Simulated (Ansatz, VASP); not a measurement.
## SnPt3: VASP beside Ansatz

The input INCAR:

```
PREC = Accurate
ENCUT = 520
EDIFF = 1E-8
ISMEAR = -1
SIGMA = 0.05
LREAL = F
LASPH = T
NELM = 80
ALGO = Normal
ISIF = 2
LWAVE = F
LCHARG = F
LEFG = T
NBANDS = 30
```

Contents of KPOINTS:

```
regular mesh
0
Gamma
  8 8 8
```

Contents of POSCAR:

```
SnPt3
1.0
    4.0000000000      0.0200000000      0.0200000000
    0.0200000000      4.0000000000      0.0200000000
    0.0200000000      0.0200000000      4.0000000000
Sn Pt
1 3
Direct
    0.0000000000      0.0000000000      0.0000000000
    0.0000000000      0.5000000000      0.5000000000
    0.5000000000      0.0000000000      0.5000000000
    0.5000000000      0.5000000000      0.0000000000
```

Input for Ansatz:

```yaml
crystal:
  lattice:
    - [4.0, 0.02, 0.02]
    - [0.02, 4.0, 0.02]
    - [0.02, 0.02, 4.0]
  atoms:
    - { symbol: Sn, position: [0.0, 0.0, 0.0] }
    - { symbol: Pt, position: [0.0, 0.5, 0.5] }
    - { symbol: Pt, position: [0.5, 0.0, 0.5] }
    - { symbol: Pt, position: [0.5, 0.5, 0.0] }
kpoints:
  mp_grid: { grid: [8, 8, 8] }
scf:
  occupations: { method: fermi_dirac, width: 0.05 }
hamiltonian:
  xc: lda
  pseudopotentials: { kind: all_electron, datasets: crystal }
output:
  forces: true
  stress: true
  eigenvalues: true
  efg: { contact_densities: true }
```

Change from the starting cell: equal xy, yz and zx shear strains of +1 %, crystal datasets.

Alike in both runs: task electric field gradients; functional LDA; k mesh 8 × 8 × 8; occupations fermi-dirac, width 0.05 eV; no spin polarisation.

|  | VASP | Ansatz |
| --- | --- | --- |
| version | VASP 6.6.1 | Ansatz 0.2.0 |
| potentials or method | VASP PAW LDA potentials, release 64 (Sn_d, Pt), cutoff 520 eV | all-electron PAW with datasets made for the crystal, scalar-relativistic |

VASP gave:

| Item | Value |
| --- | --- |
| pressure (GPa) | -2.8 |
| traceless stress, the component that is largest in VASP (GPa) | -0.75 |
| size of Vzz on the site where it differs most (V/Å²) | 146.8 |

Question: What did Ansatz give for the same quantities?

Answer: Pressure (GPa): -3.5; traceless stress, the component that is largest in VASP (GPa): -0.73; size of Vzz on the site where it differs most (V/Å²): 162.1.

LDA's correlation is that of Perdew and Zunger in VASP and of Perdew and Wang (1992) in Ansatz. Ansatz ran all-electron here, and VASP with PAW potentials.

Spin-orbit coupling is off throughout.
